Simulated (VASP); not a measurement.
Set up this calculation in VASP 6.6.1, as the native input.

```yaml
Task: single point
Functional: LDA
Potentials_or_basis: VASP PAW LDA potentials, release 64 (Hg, Pt)
Cutoff: 500 eV
k_mesh: 12 × 12 × 9
Occupations: fermi-dirac, width 0.05 eV
Spin: no spin polarisation
Dipole_correction: no
Further_INCAR_settings: ALGO = Normal; EDIFF = 1e-06; NBANDS = 18
```

The structure of HgPt lies in POSCAR:

```
HgPt
1.0
    2.9193125982      0.0000000000      0.0000000000
    0.0000000000      2.9193125982      0.0000000000
    0.0000000000      0.0000000000      3.8500433994
Hg Pt
1 1
Direct
    0.0000000000      0.0000000000      0.0000000000
    0.5000000000      0.5000000000      0.5000000000
```

The input as run:

INCAR

```
SYSTEM = HgPt
  PREC = Accurate
  ENCUT = 500
  EDIFF = 1E-6
  ISMEAR = -1
  SIGMA = 0.05
  LREAL = .False.
  LASPH = .True.
  NELM = 120
  ALGO = Normal
  ISIF = 2
  LWAVE = .False.
  LCHARG = .False.
  GGA = CA
  NBANDS = 18
  GGA_COMPAT = .False.
```

KPOINTS

```
regular mesh
0
Gamma
  12 12 9
  0 0 0
```

Potentials or basis: VASP PAW LDA potentials, release 64 (Hg, Pt).

Command:

```console
$ cat potpaw_LDA.64/Hg/POTCAR potpaw_LDA.64/Pt/POTCAR > POTCAR
$ mpirun -np 1 vasp_std > vasp.out
```

It gave:

| Quantity | Value |
| --- | --- |
| Pressure | 6.4 GPa |
| Band gap on the k mesh | zero (bands 11 and 12 overlap by 3.73 eV) |

Caveat: the cell stands under pressure; spin-orbit coupling is left out, which moves the levels of the heavy elements.

It took 33 s on 1 thread of AMD EPYC 9R45 96-Core Processor (Zen 5) (shared host), peak memory 0.16 GiB.
